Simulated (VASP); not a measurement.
# Sn (I4_1/amd) in VASP: a series of runs

The runs below take Sn through single point, with PBEsol.

All numbers are computed with VASP 6.6.1; they aren't measurements. Logs are shortened: lines on timing, memory, paths and dates and some standing lists are left out, and cuts for length are marked.

### Step 1. The cell of the first run

Symmetry: I4_1/amd, No. 141, tetragonal system. Conventional cell: a = 4.486 Å, b = 4.486 Å, c = 6.736 Å, α = 90.00°, β = 90.00°, γ = 90.00°. Within 3.7 Å of Sn (site symmetry -4m2) lie 4 Sn at 2.80 Å.

### Step 2. Single point, PBEsol (biaxial strain in the a-b plane: -3.0 %, then relaxed in part)

INCAR reads:

```
PREC     = Accurate       # precision mode
ENCUT    = 520            # plane-wave cutoff, eV
EDIFF    = 1E-6           # SCF threshold, eV
ISMEAR   = 0              # smearing method
SIGMA    = 0.1            # smearing width, eV
LREAL    = F              # projectors in reciprocal space
LASPH    = T              # aspherical terms in the spheres
NELM     = 80             # most SCF steps
ALGO     = Fast           # electronic algorithm
ISIF     = 2              # what is computed and relaxed
LWAVE    = F              # write WAVECAR
LCHARG   = F              # write CHGCAR
GGA      = PS             # functional
NBANDS   = 36             # bands
```

KPOINTS reads:

```
regular mesh
0
Gamma
  12 12 8
```

POSCAR reads:

```
Sn
1.0
    3.1722411520      3.1722411520      0.0000000000
   -3.1722411520      3.1722411520      0.0000000000
    0.0000000000      0.0000000000      6.7355304915
Sn
4
Direct
    0.0000000000      0.0000000000      0.5000000000
    0.0000000000      0.5000000000      0.2500000000
    0.5000000000      0.5000000000      0.0000000000
    0.5000000000      0.0000000000      0.7500000000
```

Potentials or basis: VASP PAW PBE potentials, release 64 (Sn_d).

Started as:

```bash
$ cat potpaw_PBE.64/Sn_d/POTCAR > POTCAR
$ mpirun -np 1 vasp_std > vasp.out
```

OUTCAR:

```text
PREC = Accurate
   ENCUT = 520
   EDIFF = 1E-6
   ISMEAR = 0
   LREAL = F
   LASPH = T
   NELM = 80
   ISIF = 2
   GGA = PS

 ion  position               nearest neighbor table
   1  0.000  0.000  0.500-   2 2.80   4 2.80   2 2.80   4 2.80
   2  0.000  0.500  0.250-   1 2.80   3 2.80   1 2.80   3 2.80
   3  0.500  0.500  0.000-   2 2.80   4 2.80   4 2.80   2 2.80
   4  0.500  0.000  0.750-   1 2.80   3 2.80   3 2.80   1 2.80

  LATTYP: Found a simple tetragonal cell.
 ALAT       =     4.4862264603
 C/A-ratio  =     1.5013799573

  Lattice vectors:

 A1 = (   3.1722411520,   3.1722411520,   0.0000000000)
 A2 = (  -3.1722411520,   3.1722411520,   0.0000000000)
 A3 = (   0.0000000000,   0.0000000000,   6.7355304915)

Analysis of symmetry for initial positions (statically):
=====================================================================
 Subroutine PRICEL returns following result:

  LATTYP: Found a body centered tetragonal cell.
 ALAT       =     4.4862264603
 C/A-ratio  =     1.5013799573

  Lattice vectors:

 A1 = (   3.1722411520,   0.0000000000,  -3.3677652458)
 A2 = (  -3.1722411520,   0.0000000000,  -3.3677652457)
 A3 = (   0.0000000000,   3.1722411520,   3.3677652457)

   2 primitive cells build up your supercell.

 Routine SETGRP: Setting up the symmetry group for a
 simple tetragonal supercell.

 Subroutine GETGRP returns: Found 16 space group operations
 (whereof  8 operations were pure point group operations)
 out of a pool of 16 trial point group operations.

The static configuration has the point symmetry D_2d.
 The point group associated with its full space group is D_4h.

Analysis of symmetry for dynamics (positions and initial velocities):
=====================================================================
 Subroutine PRICEL returns following result:

  LATTYP: Found a body centered tetragonal cell.
 ALAT       =     4.4862264603
 C/A-ratio  =     1.5013799573

  Lattice vectors:

 A1 = (   3.1722411520,   0.0000000000,  -3.3677652458)
 A2 = (  -3.1722411520,   0.0000000000,  -3.3677652457)
 A3 = (   0.0000000000,   3.1722411520,   3.3677652457)

   2 primitive cells build up your supercell.

 Routine SETGRP: Setting up the symmetry group for a
[... 90 lines left out ...]
   number of dos      NEDOS =    301   number of ions     NIONS =      4
   total plane-waves  NPLWV =  64800
   dimension x,y,z NGX =    36 NGY =   36 NGZ =   50
   dimension x,y,z NGXF=    72 NGYF=   72 NGZF=  100
   ions per type =               4
   NGX,Y,Z   is equivalent  to a cutoff of  13.34, 13.34, 12.34 a.u.
   NGXF,Y,Z  is equivalent  to a cutoff of  26.68, 26.68, 24.68 a.u.
 SYSTEM =  unknown system
   PREC   = accura    normal or accurate (medium, high low for compatibility)
   ISTART =      0    job   : 0-new  1-cont  2-samecut
   ICHARG =      2    charge: 1-file 2-atom 10-const
   ISPIN  =      1    spin polarized calculation?
   LNONCOLLINEAR =      F non collinear calculations
   LSORBIT =      F    spin-orbit coupling
   LASPH  =      T    aspherical Exc in radial PAW
   ENCUT  =  520.0 eV  38.22 Ry    6.18 a.u.   8.34  8.34 12.52*2*pi/ulx,y,z
   NELM   =     80;   NELMIN=  2; NELMDL= -5     # of ELM steps
   EDIFF  = 0.1E-05   stopping-criterion for ELM
   LREAL  =      F    real-space projection
[... 7 lines left out ...]
   TEBEG  =    0.0;   TEEND  =   0.0 temperature during run
   PSTRESS=    0.0 pullay stress
   NELECT =      56.0000    total number of electrons
   NUPDOWN=      -1.0000    fix difference up-down
   EMIN   =  10.00;   EMAX   =-10.00  energy-range for DOS
   EFERMI =   0.00;   METHOD = LEGACY
   ISMEAR =     0;   SIGMA  =   0.10  broadening in eV -4-tet -1-fermi 0-gaus
   EFERMI_NEDOS =   21; number of points for ismear=-14 and -15
   IALGO  =     68    algorithm
   IMIX   =      4    mixing-type and parameters
     AMIX     =   0.40;   BMIX     =  1.00
     AMIX_MAG =   1.60;   BMIX_MAG =  1.00
  volume/ion in A,a.u.               =      33.89       228.70
  Fermi-wavevector in a.u.,A,eV,Ry     =   1.219250  2.304048 20.226022  1.486571
  Thomas-Fermi vector in A             =   2.354509
   LORBIT       =      0    0 simple, 1 ext, 2 COOP (PROOUT), +10 PAW based schemes
   GGA     = PS    functional components
   LHFCALC =     F    Hartree Fock is set to
   AEXX    =    0.0000 exact exchange contribution
   IVDW    =     0    specifies the selected vdW correction
   LEPSILON=     F    determine dielectric tensor
   LRPA    =     F    only Hartree local field effects (RPA)
 non-spin polarized calculation
 RMM-DIIS sequential band-by-band and
 Gauss-broadening in eV      SIGMA  =   0.10
  energy-cutoff  :      520.00
  volume of cell :      135.56
 maximum number of plane-waves:      3685
 NGX is ok and might be reduce to    36
   NGX = 17   NGY = 17   NGZ = 25

 number of electron      56.0000005 magnetization

 Free energy of the ion-electron system (eV)
  ---------------------------------------------------
  ext. energy  EPLUGINS =         0.00000000
  ---------------------------------------------------
  free energy    TOTEN  =       -16.88103882 eV

  energy without entropy =      -16.87966543  energy(sigma->0) =      -16.88035212

 E-fermi :   5.6237     XC(G=0):  -9.1050

 val. band max:        5.6066526149   @ k =   0.4167   0.0000   0.3750
 cond. band min:       5.6786647059   @ k =   0.1667   0.0000   0.0000
 fundamental gap:      0.0720120910
 Fermi energy:         5.6237194957

 k-point     1 :       0.0000    0.0000    0.0000
  band No.  band energies     occupation
      1     -16.1080      2.00000
      2     -16.1080      2.00000
      3     -16.0472      2.00000
      4     -16.0472      2.00000
      5     -16.0234      2.00000
      6     -15.9825      2.00000
[... 925 lines left out ...]
     35      12.1255      0.00000
     36      12.3864      0.00000

 [... further k-points ...]
[... 5 lines left out ...]
  --------------------------------------------------------------------------------------
  -------------------------------------------------------------------------------------
  Total        1.6459299      1.6459299     -0.1060160      0.0000000     -0.0000000      0.0000000
  in kB       19.4530514     19.4530514     -1.2529909      0.0000000     -0.0000000      0.0000000
  external PRESSURE =      12.5510373 kB  Pullay stress =       0.0000000 kB

 VOLUME and BASIS-vectors are now :
 -----------------------------------------------------------------------------
  energy-cutoff  :      520.00
  volume of cell :      135.56
      direct lattice vectors                 reciprocal lattice vectors
     3.172241152  3.172241152  0.000000000     0.157617273  0.157617273  0.000000000
    -3.172241152  3.172241152  0.000000000    -0.157617273  0.157617273  0.000000000
     0.000000000  0.000000000  6.735530491     0.000000000  0.000000000  0.148466405

 POSITION                                       TOTAL-FORCE (eV/Angst)
 -----------------------------------------------------------------------------------
      0.00000      0.00000      3.36777         0.000000      0.000000      0.000000
     -1.58612      1.58612      1.68388        -0.000000     -0.000000      0.000000
      0.00000      3.17224      0.00000         0.000000      0.000000      0.000000
      1.58612      1.58612      5.05165        -0.000000     -0.000000     -0.000000
 -----------------------------------------------------------------------------------
    total drift:                               -0.000000      0.000000      0.000000

  FREE ENERGIE OF THE ION-ELECTRON SYSTEM (eV)
  ---------------------------------------------------
  free  energy   TOTEN  =       -16.8810388152 eV

  energy  without entropy=      -16.8796654346  energy(sigma->0) =      -16.88035212
```

OSZICAR:

```text
N       E                     dE             d eps       ncg     rms          rms(c)
DAV:   1     0.560961545147E+03    0.56096E+03   -0.28669E+04 10204   0.229E+03
DAV:   2     0.618267911368E+02   -0.49913E+03   -0.49115E+03 10080   0.574E+02
DAV:   3    -0.134150332967E+02   -0.75242E+02   -0.74318E+02 11152   0.198E+02
DAV:   4    -0.169904308344E+02   -0.35754E+01   -0.35651E+01 11604   0.486E+01
DAV:   5    -0.170932562496E+02   -0.10283E+00   -0.10281E+00 12608   0.827E+00    0.466E+00
RMM:   6    -0.169476313077E+02    0.14562E+00   -0.80671E-02 11888   0.274E+00    0.272E+00
RMM:   7    -0.168761988411E+02    0.71432E-01   -0.14467E-01 12018   0.322E+00    0.225E-01
RMM:   8    -0.168796461055E+02   -0.34473E-02   -0.30524E-02 13236   0.134E+00    0.847E-02
RMM:   9    -0.168808908458E+02   -0.12447E-02   -0.10867E-02 16337   0.735E-01    0.859E-02
RMM:  10    -0.168809933683E+02   -0.10252E-03   -0.92089E-04 12094   0.286E-01    0.353E-02
RMM:  11    -0.168810335234E+02   -0.40155E-04   -0.59361E-04 16503   0.161E-01    0.123E-02
RMM:  12    -0.168810389472E+02   -0.54238E-05   -0.54396E-05 16554   0.494E-02    0.577E-03
RMM:  13    -0.168810388152E+02    0.13198E-06   -0.92567E-06 11020   0.187E-02
   1 F= -.16881039E+02 E0= -.16880352E+02  d E =-.137338E-02
```

stdout:

```text
POSCAR found type information on POSCAR Sn
 POSCAR found :  1 types and       4 ions
 scaLAPACK will be used
 -----------------------------------------------------------------------------
|                                                                             |
|                                                                             |
|     You enforced a specific xc type in the INCAR file but a different       |
|     I HOPE YOU KNOW WHAT YOU ARE DOING!                                     |
|                                                                             |
 -----------------------------------------------------------------------------

 LDA part: xc-table for (Slater+PW92), standard interpolation
 POSCAR, INCAR and KPOINTS ok, starting setup
 FFT: planning ... GRIDC
 FFT: planning ... GRID_SOFT
 FFT: planning ... GRID
 WAVECAR not read
 entering main loop
WARNING in EDDRMM: call to ZHEGV failed, returncode =   8  4     36
WARNING in EDDRMM: call to ZHEGV failed, returncode =   8  4     35
```

Wall time 17 min (1 thread of Oxide Virtual Turin-like, shared host); peak memory 0.54 GiB.

What came out:

- Free energy: -16.8810 eV
- Pressure: 1.3 GPa
- Band gap on the k mesh: zero (bands 28 and 29 overlap by 0.32 eV)

Levels at points of the mesh, in eV from the Fermi level:
| k point | band 24 | band 25 | band 26 | band 27 | band 28 | band 29 | band 30 | band 31 | band 32 | band 33 |
| --- | --- | --- | --- | --- | --- | --- | --- | --- | --- | --- |
| (0.00, 0.00, 0.00) | -2.32 | -2.32 | -0.71 | -0.25 | 0.18 | 0.18 | 0.96 | 0.96 | 2.04 | 2.04 |
| (0.50, 0.00, 0.00) | -5.73 | -3.27 | -3.27 | -1.01 | -1.01 | 1.70 | 1.70 | 3.89 | 3.89 | 3.91 |
| (0.50, 0.50, 0.00) | -7.53 | -2.64 | -2.64 | -2.64 | -2.64 | 0.58 | 0.58 | 0.58 | 0.58 | 7.56 |
| (0.00, 0.00, 0.50) | -4.41 | -1.49 | -1.49 | -1.49 | -1.49 | 1.16 | 1.16 | 2.06 | 2.06 | 4.75 |
| (0.50, 0.00, 0.50) | -6.40 | -1.40 | -1.40 | -0.95 | -0.95 | -0.14 | -0.14 | 3.08 | 3.08 | 3.31 |
| (0.50, 0.50, 0.50) | -7.48 | -3.14 | -3.14 | -3.14 | -3.14 | 2.96 | 2.96 | 2.96 | 2.96 | 3.62 |

Caveat: the cell differs from its parent crystal (biaxial strain in the a-b plane: -3.0 %, then relaxed in part); the PAW data sets were made with another functional, which shifts forces and pressure a little; spin-orbit coupling is left out, which moves the levels of the heavy elements.

### Step 3. Single point, PBEsol (biaxial strain in the a-b plane: +2.0 %)

INCAR reads:

```
PREC = Accurate ; ENCUT = 520
EDIFF = 1E-7 ; ISMEAR = 0
SIGMA = 0.1 ; LREAL = F
LASPH = T ; NELM = 80
ALGO = Fast ; ISIF = 2
LWAVE = F ; LCHARG = F
GGA = PS ; NBANDS = 36
```

KPOINTS is that of step 2.

POSCAR reads:

```
Sn
1.0
    3.3357587372      3.3357587372      0.0000000000
   -3.3357587372      3.3357587372      0.0000000000
    0.0000000000      0.0000000000      6.4622149654
Sn
4
Direct
    0.0000000000      0.0000000000      0.5000000000
    0.0000000000      0.5000000000      0.2500000000
    0.5000000000      0.5000000000      0.0000000000
    0.5000000000      0.0000000000      0.7500000000
```

Potentials or basis: VASP PAW PBE potentials, release 64 (Sn_d).

Started as:

```bash
$ cat potpaw_PBE.64/Sn_d/POTCAR > POTCAR
$ mpirun -np 1 vasp_std > vasp.out
```

It took 12 min on 1 thread of Oxide Virtual Turin-like, shared host; peak memory 0.56 GiB.

It converged, with:

```
Free energy            : -16.9096 eV
Pressure               : -1.2 GPa
Band gap on the k mesh : zero (bands 28 and 29 overlap by 0.19 eV)
```

Stress tensor (GPa, compression positive):
```
-1.46  0.00  0.00
 0.00 -1.46  0.00
 0.00  0.00 -0.56
```

Levels at points of the mesh, in eV from the Fermi level:
```
           k point  band 24  band 25  band 26  band 27  band 28  band 29  band 30  band 31  band 32  band 33
(0.00, 0.00, 0.00)    -2.41    -2.41    -1.04     0.03     0.03     0.23     0.70     0.70     2.07     2.20
(0.50, 0.00, 0.00)    -5.48    -2.74    -2.74    -1.21    -1.21     1.34     1.34     3.88     3.88     4.15
(0.50, 0.50, 0.00)    -7.39    -2.24    -2.24    -2.24    -2.24     0.88     0.88     0.88     0.88     7.34
(0.00, 0.00, 0.50)    -4.11    -1.57    -1.57    -1.57    -1.57     0.83     0.83     2.07     2.07     4.67
(0.50, 0.00, 0.50)    -6.13    -1.14    -1.14    -0.93    -0.93    -0.16    -0.16     3.13     3.13     3.27
(0.50, 0.50, 0.50)    -7.33    -2.84    -2.84    -2.84    -2.84     3.45     3.45     3.45     3.45     4.14
```

Caveat: the cell differs from its parent crystal (biaxial strain in the a-b plane: +2.0 %); the PAW data sets were made with another functional, which shifts forces and pressure a little; spin-orbit coupling is left out, which moves the levels of the heavy elements.

### Step 4. Single point, PBEsol (biaxial strain in the a-b plane: +3.0 %)

INCAR reads:

```
ALGO = Fast
EDIFF = 1E-6
ENCUT = 520
GGA = PS
ISIF = 2
ISMEAR = 0
LASPH = T
LCHARG = F
LREAL = F
LWAVE = F
NBANDS = 36
NELM = 100
PREC = Accurate
SIGMA = 0.1
```

KPOINTS reads:

```
k-points
0
Gamma
  12 12 8
```

POSCAR reads:

```
Sn
1.0
    3.3684622542      3.3684622542      0.0000000000
   -3.3684622542      3.3684622542      0.0000000000
    0.0000000000      0.0000000000      6.4229707449
Sn
4
Direct
    0.0000000000      0.0000000000      0.5000000000
    0.0000000000      0.5000000000      0.2500000000
    0.5000000000      0.5000000000      0.0000000000
    0.5000000000      0.0000000000      0.7500000000
```

Started as:

```bash
$ cat potpaw_PBE.64/Sn_d/POTCAR > POTCAR
$ mpirun -np 1 vasp_std > vasp.out
```

It took 15 min on 1 thread of Oxide Virtual Turin-like, shared host; peak memory 0.56 GiB.

Results (log left out):

- Free energy: -16.8828 eV
- Pressure: -1.7 GPa
- Band gap on the k mesh: zero (bands 28 and 29 overlap by 0.26 eV)

Stress tensor (GPa, compression positive):
```
-2.10  0.00  0.00
 0.00 -2.10  0.00
 0.00  0.00 -0.80
```

Levels at points of the mesh, in eV from the Fermi level:
```
           k point  band 25  band 26  band 27  band 28  band 29  band 30  band 31  band 32
(0.00, 0.00, 0.00)    -2.41    -1.13     0.00     0.00     0.29     0.66     0.66     2.03
(0.50, 0.00, 0.00)    -2.65    -2.65    -1.24    -1.24     1.27     1.27     3.88     3.88
(0.50, 0.50, 0.00)    -2.17    -2.17    -2.17    -2.17     0.93     0.93     0.93     0.93
(0.00, 0.00, 0.50)    -1.57    -1.57    -1.57    -1.57     0.78     0.78     2.06     2.06
(0.50, 0.00, 0.50)    -1.16    -1.16    -0.86    -0.86    -0.19    -0.19     3.10     3.10
(0.50, 0.50, 0.50)    -2.78    -2.78    -2.78    -2.78     3.51     3.51     3.51     3.51
```

Caveat: the cell differs from its parent crystal (biaxial strain in the a-b plane: +3.0 %); the PAW data sets were made with another functional, which shifts forces and pressure a little; spin-orbit coupling is left out, which moves the levels of the heavy elements.

### Step 5. Summary

| cell | further INCAR settings | gap on the mesh (eV) | pressure (GPa) |
| --- | --- | --- | --- |
| a = 4.486, b = 4.486, c = 6.736 Å, 4 atoms | ALGO = Fast; EDIFF = 1e-06; NBANDS = 36 | none | 1.3 |
| a = 4.717, b = 4.717, c = 6.462 Å, 4 atoms | ALGO = Fast; EDIFF = 1e-07; NBANDS = 36 | none | -1.2 |
| a = 4.764, b = 4.764, c = 6.423 Å, 4 atoms | ALGO = Fast; EDIFF = 1e-06; NBANDS = 36 | none | -1.7 |

Alike in all rows: task single point; level PBEsol; potentials or basis VASP PAW PBE potentials, release 64 (Sn_d); no spin polarisation; k mesh 12 × 12 × 8; cutoff (eV) 520; smearing gaussian 0.1 eV.

Caveats: the PAW data sets were made with another functional, which shifts forces and pressure a little; spin-orbit coupling is left out, which moves the levels of the heavy elements.

Absolute energies hang on the potentials; compare differences alone.

The gap in the log of VASP goes by the Fermi energy; the results here count the filled bands.